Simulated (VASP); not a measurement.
TaS2:

```
Ta S
1.0
     3.38286    0.00000    0.00000
    -1.69143    2.92964    0.00000
     0.00000    0.00000    6.16798
Ta S
1 2
Cartesian
  0.0000 0.0000 0.0000
  1.6914 0.9765 4.6524
  0.0000 1.9531 1.5156
```

Base run:

- Program: VASP 6.6.1
- Functional: PBE
- Dispersion: D3(BJ)
- Potentials or basis: VASP PAW PBE potentials, release 64 (Ta_pv, S)
- Cutoff: 500 eV
- k mesh: 6 × 6 × 4
- Occupations: gaussian, width 0.1 eV
- Spin: no spin polarisation

Its results: band gap on the k mesh zero (an odd number of electrons rules out a gap without spin polarisation); pressure -1.8 GPa; largest force 0.156 eV/Å.

Problem. The run is repeated on the same cell with these changes: dispersion from D3(BJ) to D4; occupations from gaussian, width 0.1 eV to methfessel-paxton, width 0.0039 eV. What comes out?

Solution. Band gap on the k mesh zero (an odd number of electrons rules out a gap without spin polarisation); pressure -1.0 GPa; largest force 0.172 eV/Å.

Caveats: spin-orbit coupling is left out, which moves the levels of the heavy elements.
